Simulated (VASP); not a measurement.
# HgF3 (Fm-3m) in VASP: settings compared

The runs below take HgF3 through single point, with PBE, RPBE.

All numbers are computed with VASP 6.6.1; they aren't measurements. Logs are shortened: lines on timing, memory, paths and dates and some standing lists are left out, and cuts for length are marked.

**1. The cell of the first run**

The structure is cubic, space group Fm-3m (No. 225). The conventional cell has a = 5.726 Å, b = 5.726 Å, c = 5.726 Å, α = 90.00°, β = 90.00°, γ = 90.00°. Hg (site symmetry m-3m) has 14 F at 2.48 to 2.86 Å within 3.3 Å. F (site symmetry m-3m) has 8 F at 2.48 Å and 6 Hg at 2.86 Å within 3.3 Å. F (site symmetry -43m) has 4 Hg at 2.48 Å and 10 F at 2.48 to 2.86 Å within 3.3 Å.

**2. Single point, PBE**

The input, INCAR:

```
PREC = Accurate
ENCUT = 520
EDIFF = 1E-6
ISMEAR = 0
SIGMA = 0.02
LREAL = F
LASPH = T
NELM = 60
ALGO = Normal
ISIF = 2
LWAVE = F
LCHARG = F
GGA = PE
NBANDS = 24
```

The input, KPOINTS:

```
regular mesh
0
Gamma
  8 8 8
```

The input, POSCAR:

```
HgF3
1.0
    0.0000000000      2.8631710000      2.8631710000
    2.8631710000      0.0000000000      2.8631710000
    2.8631710000      2.8631710000      0.0000000000
Hg F
1 3
Direct
    0.0000000000      0.0000000000      0.0000000000
    0.5000000000      0.5000000000      0.5000000000
    0.7500000000      0.7500000000      0.7500000000
    0.2500000000      0.2500000000      0.2500000000
```

Potentials or basis: VASP PAW PBE potentials, release 64 (Hg, F).

The run is started by

```
cat potpaw_PBE.64/Hg/POTCAR potpaw_PBE.64/F/POTCAR > POTCAR
mpirun -np 1 vasp_std > vasp.out
```

OUTCAR:

```text
PREC = Accurate
   ENCUT = 520
   EDIFF = 1E-6
   ISMEAR = 0
   LREAL = F
   LASPH = T
   NELM = 60
   ISIF = 2
   GGA = PE

 ion  position               nearest neighbor table
   1  0.000  0.000  0.000-   3 2.48   4 2.48   3 2.48   3 2.48   3 2.48   4 2.48   4 2.48   4 2.48
                             2 2.86   2 2.86   2 2.86   2 2.86   2 2.86   2 2.86
   2  0.500  0.500  0.500-   1 2.86   1 2.86   1 2.86   1 2.86   1 2.86   1 2.86
   3  0.750  0.750  0.750-   1 2.48   1 2.48   1 2.48   1 2.48
   4  0.250  0.250  0.250-   1 2.48   1 2.48   1 2.48   1 2.48

  LATTYP: Found a face centered cubic cell.
 ALAT       =     5.7263420000

  Lattice vectors:

 A1 = (   0.0000000000,   2.8631710000,   2.8631710000)
 A2 = (   2.8631710000,   0.0000000000,   2.8631710000)
 A3 = (   2.8631710000,   2.8631710000,   0.0000000000)

Analysis of symmetry for initial positions (statically):
=====================================================================
 Subroutine PRICEL returns:
 Original cell was already a primitive cell.

 Routine SETGRP: Setting up the symmetry group for a
 face centered cubic supercell.

 Subroutine GETGRP returns: Found 48 space group operations
 (whereof 48 operations were pure point group operations)
 out of a pool of 48 trial point group operations.

The static configuration has the point symmetry O_h .

Analysis of symmetry for dynamics (positions and initial velocities):
=====================================================================
 Subroutine PRICEL returns:
 Original cell was already a primitive cell.

 Routine SETGRP: Setting up the symmetry group for a
 face centered cubic supercell.

 Subroutine GETGRP returns: Found 48 space group operations
 (whereof 48 operations were pure point group operations)
 out of a pool of 48 trial point group operations.

The dynamic configuration has the point symmetry O_h .

 Subroutine INISYM returns: Found 48 space group operations
 (whereof 48 operations are pure point group operations),
 and found     1 'primitive' translations

----------------------------------------------------------------------------------------

                                     Primitive cell

  volume of cell :      46.9431

  direct lattice vectors                    reciprocal lattice vectors
     0.000000000  2.863171000  2.863171000    -0.174631554  0.174631554  0.174631554
     2.863171000  0.000000000  2.863171000     0.174631554 -0.174631554  0.174631554
     2.863171000  2.863171000  0.000000000     0.174631554  0.174631554 -0.174631554

  length of vectors
     4.049135260  4.049135260  4.049135260     0.302470723  0.302470723  0.302470723

  position of ions in fractional coordinates (direct lattice)
     0.000000000  0.000000000  0.000000000
     0.500000000  0.500000000  0.500000000
     0.750000000  0.750000000  0.750000000
     0.250000000  0.250000000  0.250000000

  ion indices of the primitive-cell ions
   primitive index   ion index
                 1           1
                 2           2
                 3           3
                 4           4

----------------------------------------------------------------------------------------

 KPOINTS: regular mesh

Automatic generation of k-mesh.
 Grid dimensions read from file:
 generate k-points for:    8    8    8

 Generating k-lattice:

  Cartesian coordinates                     Fractional coordinates (reciprocal lattice)
    -0.021828944  0.021828944  0.021828944     0.125000000  0.000000000  0.000000000
     0.021828944 -0.021828944  0.021828944     0.000000000  0.125000000  0.000000000
     0.021828944  0.021828944 -0.021828944     0.000000000  0.000000000  0.125000000

  Length of vectors
     0.037808840  0.037808840  0.037808840

  Shift w.r.t. Gamma in fractional coordinates (k-lattice)
     0.000000000  0.000000000  0.000000000

 Subroutine IBZKPT returns following result:
 ===========================================

 Found     29 irreducible k-points:

 Following reciprocal coordinates:
            Coordinates               Weight
  0.000000  0.000000  0.000000      1.000000
  0.125000  0.000000  0.000000      8.000000
  0.250000  0.000000  0.000000      8.000000
  0.375000  0.000000  0.000000      8.000000
  0.500000  0.000000  0.000000      4.000000
  0.125000  0.125000  0.000000      6.000000
[... 16 lines left out ...]
  0.500000  0.250000  0.125000     48.000000
 -0.375000  0.250000  0.125000     24.000000
 [... further k-points ...]
   k-points           NKPTS =     29   k-points in BZ     NKDIM =     29   number of bands    NBANDS=     24
   number of dos      NEDOS =    301   number of ions     NIONS =      4
   total plane-waves  NPLWV =  27000
   dimension x,y,z NGX =    30 NGY =   30 NGZ =   30
   dimension x,y,z NGXF=    60 NGYF=   60 NGZF=   60
   ions per type =               1   3
   NGX,Y,Z   is equivalent  to a cutoff of  12.32, 12.32, 12.32 a.u.
   NGXF,Y,Z  is equivalent  to a cutoff of  24.63, 24.63, 24.63 a.u.
 SYSTEM =  unknown system
   PREC   = accura    normal or accurate (medium, high low for compatibility)
   ISTART =      0    job   : 0-new  1-cont  2-samecut
   ICHARG =      2    charge: 1-file 2-atom 10-const
   ISPIN  =      1    spin polarized calculation?
   LNONCOLLINEAR =      F non collinear calculations
   LSORBIT =      F    spin-orbit coupling
   LASPH  =      T    aspherical Exc in radial PAW
   ENCUT  =  520.0 eV  38.22 Ry    6.18 a.u.   7.53  7.53  7.53*2*pi/ulx,y,z
   NELM   =     60;   NELMIN=  2; NELMDL= -5     # of ELM steps
   EDIFF  = 0.1E-05   stopping-criterion for ELM
   LREAL  =      F    real-space projection
   EDIFFG = 0.1E-04   stopping-criterion for IOM
   NSW    =      0    number of steps for IOM
   IBRION =     -1    ionic relax: 0-MD 1-quasi-New 2-CG
   NFREE  =      0    steps in history (QN), initial steepest desc. (CG)
   ISIF   =      2    stress and relaxation
   ISYM   =      2    0-nonsym 1-usesym 2-fastsym
   POTIM  = 0.5000    time-step for ionic-motion
   TEBEG  =    0.0;   TEEND  =   0.0 temperature during run
   PSTRESS=    0.0 pullay stress
   NELECT =      33.0000    total number of electrons
   NUPDOWN=      -1.0000    fix difference up-down
   EMIN   =  10.00;   EMAX   =-10.00  energy-range for DOS
   EFERMI =   0.00;   METHOD = LEGACY
   ISMEAR =     0;   SIGMA  =   0.02  broadening in eV -4-tet -1-fermi 0-gaus
   EFERMI_NEDOS =   21; number of points for ismear=-14 and -15
   IALGO  =     38    algorithm
   IMIX   =      4    mixing-type and parameters
     AMIX     =   0.40;   BMIX     =  1.00
     AMIX_MAG =   1.60;   BMIX_MAG =  1.00
  volume/ion in A,a.u.               =      11.74        79.20
  Fermi-wavevector in a.u.,A,eV,Ry     =   1.455645  2.750771 28.829424  2.118903
  Thomas-Fermi vector in A             =   2.572656
   LORBIT       =      0    0 simple, 1 ext, 2 COOP (PROOUT), +10 PAW based schemes
   GGA     = PE    functional components
   LHFCALC =     F    Hartree Fock is set to
   AEXX    =    0.0000 exact exchange contribution
   IVDW    =     0    specifies the selected vdW correction
   LEPSILON=     F    determine dielectric tensor
   LRPA    =     F    only Hartree local field effects (RPA)
 non-spin polarized calculation
 Gauss-broadening in eV      SIGMA  =   0.02
  energy-cutoff  :      520.00
  volume of cell :       46.94
 maximum number of plane-waves:      1283
   NGX = 15   NGY = 15   NGZ = 15

 number of electron      33.0000006 magnetization

 Free energy of the ion-electron system (eV)
  ---------------------------------------------------
  ext. energy  EPLUGINS =         0.00000000
  ---------------------------------------------------
  free energy    TOTEN  =        -8.60976822 eV

  energy without entropy =       -8.60607337  energy(sigma->0) =       -8.60792079

 E-fermi :  -0.7124     XC(G=0): -11.1164

 val. band max:       -0.7130085927   @ k =  -0.3750   0.2500   0.1250
 cond. band min:      -0.7122667769   @ k =   0.5000   0.2500   0.1250
 fundamental gap:      0.0007418158
 Fermi energy:        -0.7123695449

 k-point     1 :       0.0000    0.0000    0.0000
  band No.  band energies     occupation
      1     -21.9873      2.00000
      2     -20.9484      2.00000
      3     -20.0009      2.00000
      4      -5.6934      2.00000
      5      -5.6934      2.00000
      6      -5.6934      2.00000
[... 16 lines left out ...]
     23      17.7841      0.00000
     24      19.9091      0.00000

 k-point     2 :       0.1250    0.0000    0.0000
  band No.  band energies     occupation
      1     -21.9313      2.00000
      2     -20.9753      2.00000
      3     -20.0345      2.00000
      4      -5.6474      2.00000
      5      -5.6474      2.00000
      6      -5.5785      2.00000
[... 16 lines left out ...]
     23      17.9913      0.00000
     24      19.7662      0.00000

 k-point     3 :       0.2500    0.0000    0.0000
  band No.  band energies     occupation
      1     -21.7783      2.00000
      2     -21.0491      2.00000
      3     -20.1209      2.00000
      4      -5.5604      2.00000
      5      -5.5604      2.00000
      6      -5.2087      2.00000
[... 16 lines left out ...]
     23      18.4577      0.00000
     24      19.4666      0.00000
[... 514 lines left out ...]
 k-point    23 :       0.5000    0.2500    0.1250
  band No.  band energies     occupation
      1     -21.4806      2.00000
      2     -21.1777      2.00000
      3     -20.2981      2.00000
      4      -5.3763      2.00000
      5      -5.2061      2.00000
      6      -4.9866      2.00000
[... 16 lines left out ...]
     23      18.7620      0.00000
     24      19.1312      0.00000

 k-point    24 :      -0.3750    0.2500    0.1250
  band No.  band energies     occupation
      1     -21.3340      2.00000
      2     -21.2807      2.00000
      3     -20.3431      2.00000
      4      -5.3778      2.00000
      5      -5.2053      2.00000
      6      -4.9749      2.00000
[... 16 lines left out ...]
     23      18.8329      0.00000
     24      19.6264      0.00000

 [... further k-points ...]

------------------------ aborting loop because EDIFF is reached ----------------------------------------

  FORCE on cell =-STRESS in cart. coord.  units (eV):
  Direction    XX          YY          ZZ          XY          YZ          ZX
  --------------------------------------------------------------------------------------
  -------------------------------------------------------------------------------------
  Total        0.4012846      0.4012846      0.4012846      0.0000000      0.0000000     -0.0000000
  in kB       13.6959214     13.6959214     13.6959214      0.0000000      0.0000000     -0.0000000
  external PRESSURE =      13.6959214 kB  Pullay stress =       0.0000000 kB

 VOLUME and BASIS-vectors are now :
 -----------------------------------------------------------------------------
  energy-cutoff  :      520.00
  volume of cell :       46.94
      direct lattice vectors                 reciprocal lattice vectors
     0.000000000  2.863171000  2.863171000    -0.174631554  0.174631554  0.174631554
     2.863171000  0.000000000  2.863171000     0.174631554 -0.174631554  0.174631554
     2.863171000  2.863171000  0.000000000     0.174631554  0.174631554 -0.174631554

 POSITION                                       TOTAL-FORCE (eV/Angst)
 -----------------------------------------------------------------------------------
      0.00000      0.00000      0.00000         0.000000      0.000000      0.000000
      2.86317      2.86317      2.86317         0.000000      0.000000      0.000000
      4.29476      4.29476      4.29476        -0.000000      0.000000     -0.000000
      1.43159      1.43159      1.43159        -0.000000     -0.000000     -0.000000
 -----------------------------------------------------------------------------------
    total drift:                                0.000000     -0.000000      0.000000

  FREE ENERGIE OF THE ION-ELECTRON SYSTEM (eV)
  ---------------------------------------------------
  free  energy   TOTEN  =        -8.6097682151 eV

  energy  without entropy=       -8.6060733660  energy(sigma->0) =       -8.60792079
```

It took 47 s on 1 thread of AMD EPYC 7R13 (Zen 3), shared host; peak memory 0.15 GiB.

What came out:

| Item | Value |
| --- | --- |
| Free energy | -8.6098 eV |
| Pressure | 1.4 GPa |

Caveat: spin-orbit coupling is left out, which moves the levels of the heavy elements; an odd number of electrons without spin polarisation forces a metal; a magnetic or distorted state may lie lower.

[end of part 1 of 2]
